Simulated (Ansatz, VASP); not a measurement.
One calculation of Ti, two programs

```
Ti
1.0
     2.86293    0.00000    0.00000
    -1.43146    2.47937    0.00000
     0.00000    0.00000    4.53426
Ti
2
Direct
  0.33333 0.66667 0.75000
  0.66667 0.33333 0.25000
```

Alike in both runs: functional LDA; k mesh 16 × 16 × 10; occupations gaussian, width 0.05 eV; no spin polarisation.

Ansatz relaxed the structure, and its values are those at the end. VASP's run is a single point on that final structure, the one shown.

|  | VASP | Ansatz |
| --- | --- | --- |
| version | VASP 6.6.1 | Ansatz 0.2.0 |
| potentials or method | VASP PAW LDA potentials, release 64 (Ti_sv), cutoff 500 eV | scalar-relativistic, plane waves, PAW |
| valence electrons in the cell | 24 | 24 |

|  | VASP | Ansatz | Ansatz less VASP |
| --- | --- | --- | --- |
| pressure (GPa) | -0.2 | 0.0 | +0.16 |

LDA's correlation is that of Perdew and Zunger in VASP and of Perdew and Wang (1992) in Ansatz.
